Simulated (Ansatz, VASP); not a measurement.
# ScSi2: VASP beside Ansatz

INCAR

```
SYSTEM = ScSi2
PREC = Accurate
ENCUT = 520
EDIFF = 1E-6
ISMEAR = -1
SIGMA = 0.05
LREAL = .False.
LASPH = .True.
NELM = 100
ALGO = Normal
ISIF = 2
LWAVE = .False.
LCHARG = .False.
GGA = PS
NBANDS = 16
```

The input KPOINTS:

```
Automatic mesh
0
Gamma
  13 13 11
  0 0 0
```

POSCAR

```
ScSi2
1.0
    3.6842378190      0.0000000000      0.0000000000
   -1.8421189095      3.1906435449      0.0000000000
    0.0000000000      0.0000000000      3.8956298860
Sc Si
1 2
Direct
    0.0000000000      0.0000000000      0.0000000000
    0.3333333333      0.6666666667      0.5000000000
    0.6666666667      0.3333333333      0.5000000000
```

Input for Ansatz:

```yaml
crystal:
  lattice:
    - [3.684237819, 0.0, 0.0]
    - [-1.8421189095, 3.1906435449, 0.0]
    - [0.0, 0.0, 3.895629886]
  atoms:
    - { symbol: Sc, position: [0.0, 0.0, 0.0] }
    - { symbol: Si, position: [0.3333333333, 0.6666666667, 0.5] }
    - { symbol: Si, position: [0.6666666667, 0.3333333333, 0.5] }
kpoints:
  mp_grid: { grid: [13, 13, 11] }
  band_path:
    path:
      - [0.0, 0.0, 0.0]
      - [0.5, 0.0, 0.0]
      - [0.3333333333, 0.3333333333, 0.0]
      - [0.0, 0.0, 0.0]
      - [0.0, 0.0, 0.5]
      - [0.5, 0.0, 0.5]
      - [0.3333333333, 0.3333333333, 0.5]
      - [0.0, 0.0, 0.5]
      - [0.5, 0.0, 0.5]
    npoints: 5
scf:
  occupations: { method: fermi_dirac, width: 0.05 }
hamiltonian:
  xc: pbesol
  pseudopotentials: { kind: all_electron, lapw: { basis_error: 0.001 } }
output:
  forces: true
  stress: true
  eigenvalues: true
```

Change from the starting cell: volume scaled by 1.02.

Alike in both runs: task single point; functional PBEsol; k mesh 13 × 13 × 11; occupations fermi-dirac, width 0.05 eV; no spin polarisation.

```csv
,VASP,Ansatz
version,VASP 6.6.1,Ansatz 0.2.0
potentials or method,"VASP PAW PBE potentials, release 64 (Sc_sv, Si), cutoff 520 eV","all-electron LAPW, scalar-relativistic"
```

```tsv
	VASP	Ansatz	Ansatz less VASP
pressure (GPa)	18.4	18.1	-0.38
traceless stress, the component that is largest in VASP (GPa)	-22.68	-22.55	+0.128
```

VASP's potentials were made for PBE, not for PBEsol. Ansatz ran all-electron here, and VASP with PAW potentials.
